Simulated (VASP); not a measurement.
# MgSe (a.bB) (Fm-3m) in VASP: single point with PBEsol

Aim: the single point of MgSe (a.bB) with PBEsol.

Everything below comes from runs of VASP 6.6.1. Logs are shortened: lines on timing, memory, paths and dates and some standing lists are left out, and cuts for length are marked.

## 1. The cell of the first run

Symmetry: Fm-3m, No. 225, cubic system. Conventional cell: a = 5.449 Å, b = 5.449 Å, c = 5.449 Å, α = 90.00°, β = 90.00°, γ = 90.00°. Mg (site symmetry m-3m) has 6 Se at 2.72 Å within 3.6 Å. Within 3.6 Å of Se (site symmetry m-3m) lie 6 Mg at 2.72 Å.

## 2. Single point, PBEsol

File INCAR:

```
  PREC = Accurate
  ENCUT = 600
  EDIFF = 1E-6
  ISMEAR = 0
  SIGMA = 0.02
  LREAL = False
  LASPH = True
  NELM = 120
  ALGO = Normal
  ISIF = 2
  LWAVE = False
  LCHARG = False
  GGA = PS
  NBANDS = 11
  GGA_COMPAT = False
```

File KPOINTS:

```
Automatic mesh
0
Gamma
  8 8 8
```

File POSCAR:

```
MgSe
1.0
    0.0000000000      2.7246416508      2.7246416508
    2.7246416508      0.0000000000      2.7246416508
    2.7246416508      2.7246416508      0.0000000000
Mg Se
1 1
Direct
    0.0000000000      0.0000000000      0.0000000000
    0.5000000000      0.5000000000      0.5000000000
```

Potentials or basis: VASP PAW PBE potentials, release 64 (Mg, Se).

The run is started by

```console
$ cat potpaw_PBE.64/Mg/POTCAR potpaw_PBE.64/Se/POTCAR > POTCAR
$ mpirun -np 1 vasp_std > vasp.out
```

OUTCAR:

```text
PREC = Accurate
   ENCUT = 600
   EDIFF = 1E-6
   ISMEAR = 0
   LREAL = False
   LASPH = True
   NELM = 120
   ISIF = 2
   GGA = PS

 ion  position               nearest neighbor table
   1  0.000  0.000  0.000-   2 2.72   2 2.72   2 2.72   2 2.72   2 2.72   2 2.72
   2  0.500  0.500  0.500-   1 2.72   1 2.72   1 2.72   1 2.72   1 2.72   1 2.72

  LATTYP: Found a face centered cubic cell.
 ALAT       =     5.4492833016

  Lattice vectors:

 A1 = (   0.0000000000,   2.7246416508,   2.7246416508)
 A2 = (   2.7246416508,   0.0000000000,   2.7246416508)
 A3 = (   2.7246416508,   2.7246416508,   0.0000000000)

Analysis of symmetry for initial positions (statically):
=====================================================================
 Subroutine PRICEL returns:
 Original cell was already a primitive cell.

 Routine SETGRP: Setting up the symmetry group for a
 face centered cubic supercell.

 Subroutine GETGRP returns: Found 48 space group operations
 (whereof 48 operations were pure point group operations)
 out of a pool of 48 trial point group operations.

The static configuration has the point symmetry O_h .

Analysis of symmetry for dynamics (positions and initial velocities):
=====================================================================
 Subroutine PRICEL returns:
 Original cell was already a primitive cell.

 Routine SETGRP: Setting up the symmetry group for a
 face centered cubic supercell.

 Subroutine GETGRP returns: Found 48 space group operations
 (whereof 48 operations were pure point group operations)
 out of a pool of 48 trial point group operations.

The dynamic configuration has the point symmetry O_h .

 Subroutine INISYM returns: Found 48 space group operations
 (whereof 48 operations are pure point group operations),
 and found     1 'primitive' translations

----------------------------------------------------------------------------------------

                                     Primitive cell

  volume of cell :      40.4537

  direct lattice vectors                    reciprocal lattice vectors
     0.000000000  2.724641651  2.724641651    -0.183510371  0.183510371  0.183510371
     2.724641651  0.000000000  2.724641651     0.183510371 -0.183510371  0.183510371
     2.724641651  2.724641651  0.000000000     0.183510371  0.183510371 -0.183510371

  length of vectors
     3.853225175  3.853225175  3.853225175     0.317849286  0.317849286  0.317849286

  position of ions in fractional coordinates (direct lattice)
     0.000000000  0.000000000  0.000000000
     0.500000000  0.500000000  0.500000000

  ion indices of the primitive-cell ions
   primitive index   ion index
                 1           1
                 2           2

----------------------------------------------------------------------------------------

 KPOINTS: Automatic mesh

Automatic generation of k-mesh.
 Grid dimensions read from file:
 generate k-points for:    8    8    8

 Generating k-lattice:

  Cartesian coordinates                     Fractional coordinates (reciprocal lattice)
    -0.022938796  0.022938796  0.022938796     0.125000000  0.000000000  0.000000000
     0.022938796 -0.022938796  0.022938796     0.000000000  0.125000000  0.000000000
     0.022938796  0.022938796 -0.022938796     0.000000000  0.000000000  0.125000000

  Length of vectors
     0.039731161  0.039731161  0.039731161

  Shift w.r.t. Gamma in fractional coordinates (k-lattice)
     0.000000000  0.000000000  0.000000000

 Subroutine IBZKPT returns following result:
 ===========================================

 Found     29 irreducible k-points:

 Following reciprocal coordinates:
            Coordinates               Weight
  0.000000  0.000000  0.000000      1.000000
  0.125000  0.000000  0.000000      8.000000
  0.250000  0.000000  0.000000      8.000000
  0.375000  0.000000  0.000000      8.000000
  0.500000  0.000000  0.000000      4.000000
  0.125000  0.125000  0.000000      6.000000
[... 16 lines left out ...]
  0.500000  0.250000  0.125000     48.000000
 -0.375000  0.250000  0.125000     24.000000
 [... further k-points ...]
   k-points           NKPTS =     29   k-points in BZ     NKDIM =     29   number of bands    NBANDS=     11
   number of dos      NEDOS =    301   number of ions     NIONS =      2
   total plane-waves  NPLWV =  32768
   dimension x,y,z NGX =    32 NGY =   32 NGZ =   32
   dimension x,y,z NGXF=    64 NGYF=   64 NGZF=   64
   ions per type =               1   1
   NGX,Y,Z   is equivalent  to a cutoff of  13.81, 13.81, 13.81 a.u.
   NGXF,Y,Z  is equivalent  to a cutoff of  27.61, 27.61, 27.61 a.u.
 SYSTEM =  unknown system
   PREC   = accura    normal or accurate (medium, high low for compatibility)
   ISTART =      0    job   : 0-new  1-cont  2-samecut
   ICHARG =      2    charge: 1-file 2-atom 10-const
   ISPIN  =      1    spin polarized calculation?
   LNONCOLLINEAR =      F non collinear calculations
   LSORBIT =      F    spin-orbit coupling
   LASPH  =      T    aspherical Exc in radial PAW
   ENCUT  =  600.0 eV  44.10 Ry    6.64 a.u.   7.70  7.70  7.70*2*pi/ulx,y,z
   NELM   =    120;   NELMIN=  2; NELMDL= -5     # of ELM steps
   EDIFF  = 0.1E-05   stopping-criterion for ELM
   LREAL  =      F    real-space projection
   EDIFFG = 0.1E-04   stopping-criterion for IOM
   NSW    =      0    number of steps for IOM
   IBRION =     -1    ionic relax: 0-MD 1-quasi-New 2-CG
   NFREE  =      0    steps in history (QN), initial steepest desc. (CG)
   ISIF   =      2    stress and relaxation
   ISYM   =      2    0-nonsym 1-usesym 2-fastsym
   POTIM  = 0.5000    time-step for ionic-motion
   TEBEG  =    0.0;   TEEND  =   0.0 temperature during run
   PSTRESS=    0.0 pullay stress
   NELECT =       8.0000    total number of electrons
   NUPDOWN=      -1.0000    fix difference up-down
   EMIN   =  10.00;   EMAX   =-10.00  energy-range for DOS
   EFERMI =   0.00;   METHOD = LEGACY
   ISMEAR =     0;   SIGMA  =   0.02  broadening in eV -4-tet -1-fermi 0-gaus
   EFERMI_NEDOS =   21; number of points for ismear=-14 and -15
   IALGO  =     38    algorithm
   IMIX   =      4    mixing-type and parameters
     AMIX     =   0.40;   BMIX     =  1.00
     AMIX_MAG =   1.60;   BMIX_MAG =  1.00
  volume/ion in A,a.u.               =      20.23       136.50
  Fermi-wavevector in a.u.,A,eV,Ry     =   0.953789  1.802399 12.377391  0.909713
  Thomas-Fermi vector in A             =   2.082476
   LORBIT       =      0    0 simple, 1 ext, 2 COOP (PROOUT), +10 PAW based schemes
   GGA     = PS    functional components
   LHFCALC =     F    Hartree Fock is set to
   AEXX    =    0.0000 exact exchange contribution
   IVDW    =     0    specifies the selected vdW correction
   LEPSILON=     F    determine dielectric tensor
   LRPA    =     F    only Hartree local field effects (RPA)
 non-spin polarized calculation
 Gauss-broadening in eV      SIGMA  =   0.02
  energy-cutoff  :      600.00
  volume of cell :       40.45
 maximum number of plane-waves:      1365
   NGX = 15   NGY = 15   NGZ = 15

 number of electron       8.0000000 magnetization

 Free energy of the ion-electron system (eV)
  ---------------------------------------------------
  ext. energy  EPLUGINS =         0.00000000
  ---------------------------------------------------
  free energy    TOTEN  =        -8.10615545 eV

  energy without entropy =       -8.10615545  energy(sigma->0) =       -8.10615545

 E-fermi :   3.2961     XC(G=0):  -9.6238

 val. band max:        3.1517428885   @ k =   0.0000   0.0000   0.0000
 cond. band min:       4.9151080487   @ k =   0.5000   0.5000   0.0000
 fundamental gap:      1.7633651602
 Fermi energy:         3.2961494283

 k-point     1 :       0.0000    0.0000    0.0000
  band No.  band energies     occupation
      1      -9.8250      2.00000
      2       3.1517      2.00000
      3       3.1517      2.00000
      4       3.1517      2.00000
      5       5.6582      0.00000
      6      10.4836      0.00000
      7      10.4836      0.00000
      8      10.4836      0.00000
      9      13.0941      0.00000
     10      13.0941      0.00000
     11      13.9454      0.00000

 k-point     2 :       0.1250    0.0000    0.0000
  band No.  band energies     occupation
      1      -9.6912      2.00000
      2       1.9103      2.00000
      3       3.0489      2.00000
      4       3.0489      2.00000
      5       6.6356      0.00000
      6      10.1601      0.00000
      7      10.7138      0.00000
      8      10.7138      0.00000
      9      12.0734      0.00000
     10      12.0734      0.00000
     11      13.8554      0.00000

 k-point     3 :       0.2500    0.0000    0.0000
  band No.  band energies     occupation
      1      -9.3322      2.00000
      2       0.0997      2.00000
      3       2.8270      2.00000
      4       2.8270      2.00000
      5       7.1747      0.00000
      6      10.1658      0.00000
      7      10.1658      0.00000
      8      10.8580      0.00000
      9      12.6714      0.00000
     10      12.6714      0.00000
     11      13.0726      0.00000

 k-point     4 :       0.3750    0.0000    0.0000
  band No.  band energies     occupation
      1      -8.9023      2.00000
      2      -1.3029      2.00000
      3       2.6337      2.00000
      4       2.6337      2.00000
      5       6.9750      0.00000
      6       9.4498      0.00000
      7       9.4498      0.00000
      8      11.8376      0.00000
      9      13.3460      0.00000
     10      14.6030      0.00000
     11      14.6030      0.00000

 k-point     5 :       0.5000    0.0000    0.0000
  band No.  band energies     occupation
      1      -8.6936      2.00000
      2      -1.8482      2.00000
      3       2.5603      2.00000
      4       2.5603      2.00000
      5       6.8587      0.00000
      6       9.1945      0.00000
      7       9.1945      0.00000
      8      11.7537      0.00000
      9      14.4752      0.00000
     10      16.9419      0.00000
     11      16.9419      0.00000
[... 211 lines left out ...]
 k-point    21 :       0.5000    0.5000    0.0000
  band No.  band energies     occupation
      1      -8.3674      2.00000
      2      -1.1693      2.00000
      3       1.3438      2.00000
      4       1.3438      2.00000
      5       4.9151      0.00000
      6       6.9879      0.00000
      7      14.7996      0.00000
      8      15.2726      0.00000
      9      15.2726      0.00000
     10      15.7821      0.00000
     11      19.0319      0.00000

 k-point    22 :       0.3750    0.2500    0.1250
  band No.  band energies     occupation
      1      -9.0527      2.00000
      2      -0.1569      2.00000
      3       1.5857      2.00000
      4       2.4373      2.00000
      5       7.9801      0.00000
      6       9.0789      0.00000
      7       9.3624      0.00000
      8      11.5373      0.00000
      9      12.6189      0.00000
     10      15.5543      0.00000
     11      16.0068      0.00000

 k-point    23 :       0.5000    0.2500    0.1250
  band No.  band energies     occupation
      1      -8.6917      2.00000
      2      -0.9616      2.00000
      3       1.0318      2.00000
      4       2.0959      2.00000
      5       7.8754      0.00000
      6       8.7744      0.00000
      7      10.3057      0.00000
      8      11.4166      0.00000
      9      13.9964      0.00000
     10      15.7646      0.00000
     11      16.5210      0.00000

 k-point    24 :      -0.3750    0.2500    0.1250
  band No.  band energies     occupation
      1      -8.5222      2.00000
      2      -1.3278      2.00000
      3       0.8869      2.00000
      4       1.9181      2.00000
      5       7.8552      0.00000
      6       8.4812      0.00000
      7      10.8605      0.00000
      8      12.1553      0.00000
      9      14.1366      0.00000
     10      14.8548      0.00000
     11      17.1603      0.00000

 [... further k-points ...]
[... 5 lines left out ...]
  --------------------------------------------------------------------------------------
  -------------------------------------------------------------------------------------
  Total       -0.0096977     -0.0096977     -0.0096977      0.0000000      0.0000000     -0.0000000
  in kB       -0.3840786     -0.3840786     -0.3840786      0.0000000      0.0000000     -0.0000000
  external PRESSURE =      -0.3840786 kB  Pullay stress =       0.0000000 kB

 VOLUME and BASIS-vectors are now :
 -----------------------------------------------------------------------------
  energy-cutoff  :      600.00
  volume of cell :       40.45
      direct lattice vectors                 reciprocal lattice vectors
     0.000000000  2.724641651  2.724641651    -0.183510371  0.183510371  0.183510371
     2.724641651  0.000000000  2.724641651     0.183510371 -0.183510371  0.183510371
     2.724641651  2.724641651  0.000000000     0.183510371  0.183510371 -0.183510371

 POSITION                                       TOTAL-FORCE (eV/Angst)
 -----------------------------------------------------------------------------------
      0.00000      0.00000      0.00000         0.000000     -0.000000     -0.000000
      2.72464      2.72464      2.72464        -0.000000      0.000000      0.000000
 -----------------------------------------------------------------------------------
    total drift:                               -0.000000     -0.000000      0.000000

  FREE ENERGIE OF THE ION-ELECTRON SYSTEM (eV)
  ---------------------------------------------------
  free  energy   TOTEN  =        -8.1061554499 eV

  energy  without entropy=       -8.1061554499  energy(sigma->0) =       -8.10615545
```

Run time: 21 s. Hardware: 1 thread of Intel Xeon 8259CL, shared host; peak memory 0.18 GiB.

What came out:

```yaml
Free_energy: -8.1062 eV
Pressure: 0.0 GPa
Band_gap_on_the_k_mesh: 1.76 eV, indirect (least direct gap 2.51 eV)
```

Levels at points of the mesh, in eV from the valence-band top:
```csv
k point,band 1,band 2,band 3,band 4,band 5,band 6,band 7,band 8,band 9
"(0.00, 0.00, 0.00)",-12.98,0.00,0.00,0.00,2.51,7.33,7.33,7.33,9.94
"(0.50, 0.00, 0.00)",-11.85,-5.00,-0.59,-0.59,3.71,6.04,6.04,8.60,11.32
"(0.50, 0.50, 0.00)",-11.52,-4.32,-1.81,-1.81,1.76,3.84,11.65,12.12,12.12
```

Caveat: the PAW data sets were made with another functional, which shifts forces and pressure a little. A k mesh can miss the band edges.
